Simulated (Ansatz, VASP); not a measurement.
**One calculation of AlH2, two programs**

```xyz
3
Lattice="3.1105 0.0000 0.0000 -1.5552 2.6938 0.0000 0.0000 0.0000 2.9110" Properties=species:S:1:pos:R:3 pbc="T T T"
Al    0.0000    0.0000    1.4555
H     0.0000    1.7958    0.7732
H     1.5552    0.8979    2.1378
```

Alike in both runs: functional PBE; k mesh 18 × 18 × 16; occupations gaussian, width 0.1 eV; no spin polarisation.

Ansatz relaxed the structure, and its values are those at the end. VASP's run is a single point on that final structure, the one shown.

|  | VASP | Ansatz |
| --- | --- | --- |
| version | VASP 6.6.1 | Ansatz 0.2.0 |
| potentials or method | VASP PAW PBE potentials, release 64 (Al, H), cutoff 520 eV | scalar-relativistic, plane waves, PAW |
| valence electrons in the cell | 5 | 5 |

|  | VASP | Ansatz | Ansatz less VASP |
| --- | --- | --- | --- |
| gap on the k mesh at the Fermi level (eV) | none | none | - |
| pressure (GPa) | -0.2 | 0.0 | +0.19 |

A gap of «none» marks a metal or a gap that the smearing closes.
